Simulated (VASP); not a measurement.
**Ca: single point with PBEsol**

Ca:

```xyz
1
Lattice="0.0000 3.0355 2.3677 3.0355 0.0000 2.3677 3.0355 3.0355 0.0000" Properties=species:S:1:pos:R:3 pbc="T T T"
Ca    0.0000    0.0000    0.0000
```

This cell differs from its parent crystal: ratio of the length along z to the lengths across it x 0.78, volume and fractional coordinates fixed.

| Item | Value |
| --- | --- |
| Program | VASP 6.6.1 |
| Task | single point |
| Functional | PBEsol |
| Potentials or basis | VASP PAW PBE potentials, release 64 (Ca_sv) |
| Cutoff | 520 eV |
| k mesh | 16 × 16 × 16 |
| Occupations | gaussian, width 0.15 eV |
| Spin | no spin polarisation |
| Dipole correction | no |
| Further INCAR settings | ALGO = Fast; EDIFF = 1e-07; NBANDS = 11 |

```json
{"Pressure": "-1.2 GPa", "Band gap on the k mesh": "zero (band 5 reaches 2.08 eV, above the bottom of band 6 at 1.67 eV)"}
```

Stress tensor (GPa, compression positive):
```
-1.25  0.00  0.00
 0.00 -1.25  0.00
 0.00  0.00 -1.00
```

Levels at points of the mesh, in eV from the Fermi level:
```tsv
k point	band 2	band 3	band 4	band 5	band 6	band 7	band 8	band 9
(0.00, 0.00, 0.00)	-22.96	-22.96	-22.95	-4.01	2.14	2.14	2.53	2.99
(0.50, 0.00, 0.00)	-23.08	-23.00	-22.95	-0.96	-0.13	1.51	2.89	3.58
(0.50, 0.50, 0.00)	-23.06	-23.04	-23.04	-0.03	0.20	2.80	3.98	4.08
(0.50, 0.00, 0.50)	-23.08	-23.00	-22.97	-0.76	0.18	0.99	3.48	3.68
```

Run time: 120 s on 1 thread of Intel(R) Xeon(R) 6975P-C (Granite Rapids) (shared host), peak memory 0.29 GiB.

Caveat: the PAW data sets were made with another functional, which shifts forces and pressure a little.
